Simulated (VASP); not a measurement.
Wanted: the native input for a VASP 6.6.1 run.

* Task: single point
* Functional: PBE
* Dispersion: D3(BJ)
* Potentials or basis: VASP PAW PBE potentials, release 64 (Cs_sv, C)
* Cutoff: 520 eV
* k mesh: 6 × 6 × 2
* Occupations: gaussian, width 0.1 eV
* Spin: no spin polarisation
* Dipole correction: no
* Further INCAR settings: LREAL = Auto; ALGO = Normal; EDIFF = 1e-07; NBANDS = 50

The structure of CsC16 lies in POSCAR:

```
CsC16
1.0
    4.9445026461      0.0000000000      0.0000000000
   -2.4722513231      4.2820649006      0.0000000000
    0.0000000000      0.0000000000      9.3292921791
Cs C
1 16
Direct
    0.0000000000      0.0000000000      0.0000000000
    0.3332747236      0.1666373618      0.6800344014
    0.3333333333      0.6666666667      0.6817755169
    0.8333626382      0.1666373618      0.6800344014
    0.8333626382      0.6667252764      0.6800344014
    0.1666373618      0.3332747236      0.6800344014
    0.1666373618      0.8333626382      0.6800344014
    0.6666666667      0.3333333333      0.6817755169
    0.6667252764      0.8333626382      0.6800344014
    0.3332747236      0.1666373618      0.3199655986
    0.3333333333      0.6666666667      0.3182244831
    0.8333626382      0.1666373618      0.3199655986
    0.8333626382      0.6667252764      0.3199655986
    0.1666373618      0.3332747236      0.3199655986
    0.1666373618      0.8333626382      0.3199655986
    0.6666666667      0.3333333333      0.3182244831
    0.6667252764      0.8333626382      0.3199655986
```

The input as run:

INCAR

```
PREC = Accurate ; ENCUT = 520
EDIFF = 1E-7 ; ISMEAR = 0
SIGMA = 0.1 ; LREAL = Auto
LASPH = T ; NELM = 60
ALGO = Normal ; ISIF = 2
LWAVE = F ; LCHARG = T
GGA = PE ; IVDW = 12
LELF = T ; LVHAR = T
NBANDS = 50
```

KPOINTS

```
regular mesh
0
Gamma
  6 6 2
```

Potentials or basis: VASP PAW PBE potentials, release 64 (Cs_sv, C).

Run with:

```console
$ cat potpaw_PBE.64/Cs_sv/POTCAR potpaw_PBE.64/C/POTCAR > POTCAR
$ mpirun -np 1 vasp_std > vasp.out
```

Results of the run:

| Property | Result |
| --- | --- |
| Pressure | 0.4 GPa |
| Largest force | 0.015 eV/Å |
| Band gap on the k mesh | zero (an odd number of electrons rules out a gap without spin polarisation) |
| Dispersion energy per atom | -0.122 eV |

Caveat: spin-orbit coupling is left out, which moves the levels of the heavy elements.

Run time: 3.9 min on 1 thread of Oxide Virtual Turin-like Processor, with other jobs on the host, peak memory 0.32 GiB.
